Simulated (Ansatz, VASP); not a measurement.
## One calculation of SiO2, two programs

File INCAR:

```
SYSTEM = SiO2
ALGO = Normal ; EDIFF = 1E-6
ENCUT = 520 ; GGA = PE
ISIF = 2 ; ISMEAR = 0
LASPH = .TRUE. ; LCHARG = .FALSE.
LREAL = .FALSE. ; LWAVE = .FALSE.
NBANDS = 25 ; NELM = 60
PREC = Accurate ; SIGMA = 0.05
```

KPOINTS

```
k-points
0
G
  6 6 8
  0 0 0
```

The input POSCAR:

```
SiO2
1.0
    4.2358788266      0.0000000000      0.0000000000
    0.0000000000      3.9393673087      0.0000000000
    0.0000000000      0.0000000000      2.6897743046
Si O
2 4
Direct
    0.5000000000      0.5000000000      0.5000000000
    0.0000000000      0.0000000000      0.0000000000
    0.6557534092      0.7302721762      0.0000000000
    0.1557534092      0.7697278238      0.5000000000
    0.3442465908      0.2697278238      0.0000000000
    0.8442465908      0.2302721762      0.5000000000
```

Input for Ansatz:

```yaml
crystal:
  lattice:
    - [4.2358788266, 0.0, 0.0]
    - [0.0, 3.9393673087, 0.0]
    - [0.0, 0.0, 2.6897743046]
  atoms:
    - { symbol: Si, position: [0.5, 0.5, 0.5] }
    - { symbol: Si, position: [0.0, 0.0, 0.0] }
    - { symbol: O, position: [0.6557534092, 0.7302721762, 0.0] }
    - { symbol: O, position: [0.1557534092, 0.7697278238, 0.5] }
    - { symbol: O, position: [0.3442465908, 0.2697278238, 0.0] }
    - { symbol: O, position: [0.8442465908, 0.2302721762, 0.5] }
basis:
  ecutwfc: 520.0
kpoints:
  mp_grid: { grid: [6, 6, 8] }
hamiltonian:
  xc: pbe
  pseudopotentials: { kind: paw, azcp: { folder: soft_1 } }
scf:
  occupations: { method: gaussian, width: 0.05 }
output:
  forces: true
  stress: true
  eigenvalues: true
```

Change from the starting cell: mode 4 frozen in at -0.223 Å, normal strain along y -0.0700.

Alike in both runs: task single point; functional PBE; k mesh 6 × 6 × 8; occupations gaussian, width 0.05 eV; no spin polarisation.

|  | VASP | Ansatz |
| --- | --- | --- |
| version | VASP 6.6.1 | Ansatz 0.2.0 |
| potentials or method | VASP PAW PBE potentials, release 64 (Si, O), cutoff 520 eV | scalar-relativistic, plane waves, PAW |
| valence electrons in the cell | 32 | 32 |

Ansatz gave:

| Item | Value |
| --- | --- |
| gap on the k mesh at the Fermi level (eV) | 6.33 |
| least direct gap on the mesh (eV) | 6.33 |
| pressure (GPa) | 19.4 |
| traceless stress, the component that is largest in VASP (GPa) | 11.53 |
| rms of the force components (eV/Å) | 0.475 |

Q: Which values does VASP return?

A: gap on the k mesh at the Fermi level (eV): 6.31; least direct gap on the mesh (eV): 6.31; pressure (GPa): 19.7; traceless stress, the component that is largest in VASP (GPa): 11.29; rms of the force components (eV/Å): 0.483.

Atom by atom the forces differ by 0.008 eV/Å (rms over components). The functional is the same, so the differences come from potentials, cutoffs and numerics.
